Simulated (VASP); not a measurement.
Set up this calculation in VASP 6.6.1, as the native input.

```yaml
Task: single point
Functional: r2SCAN
Potentials_or_basis: VASP PAW PBE potentials, release 64 (Sb)
Cutoff: 520 eV
k_mesh: 8 × 8 × 8
Occupations: fermi-dirac, width 0.05 eV
Spin: no spin polarisation
Dipole_correction: no
Further_INCAR_settings: ALGO = Normal; EDIFF = 1e-07; NBANDS = 8
```

Sb:

```
Sb
1.0
     3.09549    0.00000    0.00000
     0.00000    3.09549    0.00000
     0.00000    0.00000    3.09549
Sb
1
Direct
  0.00000 0.00000 0.00000
```

One way to write it, as run:

POSCAR

```
Sb
1.0
    3.0954921035      0.0000000000      0.0000000000
    0.0000000000      3.0954921035      0.0000000000
    0.0000000000      0.0000000000      3.0954921035
Sb
1
Direct
    0.0000000000      0.0000000000      0.0000000000
```

INCAR.step1

```
ALGO = Normal
EDIFF = 1E-4
ENCUT = 520
GGA = PE
ISMEAR = -1
LASPH = True
LCHARG = False
LREAL = False
LWAVE = True
NBANDS = 8
NELM = 60
PREC = Accurate
SIGMA = 0.05
```

INCAR.step2

```
ALGO = Normal
EDIFF = 1E-7
ENCUT = 520
ISIF = 2
ISMEAR = -1
ISTART = 1
LASPH = True
LCHARG = False
LMIXTAU = True
LREAL = False
LWAVE = False
METAGGA = R2SCAN
NBANDS = 8
NELM = 60
PREC = Accurate
SIGMA = 0.05
```

KPOINTS

```
k-points
0
Gamma
  8 8 8
```

Potentials or basis: VASP PAW PBE potentials, release 64 (Sb).

Command:

```console
$ cat potpaw_PBE.64/Sb/POTCAR > POTCAR
$ cp INCAR.step1 INCAR
$ mpirun -np 1 vasp_std > vasp.out
$ cp INCAR.step2 INCAR
$ mpirun -np 1 vasp_std > vasp.out
```

Results of the run:

| Property | Result |
| --- | --- |
| Pressure | 0.1 GPa |

Caveat: the PAW data sets were made with another functional, which shifts forces and pressure a little.

It took 16 s on 1 thread of Intel(R) Xeon(R) Platinum 8488C (Sapphire Rapids) (shared host), peak memory 0.14 GiB.
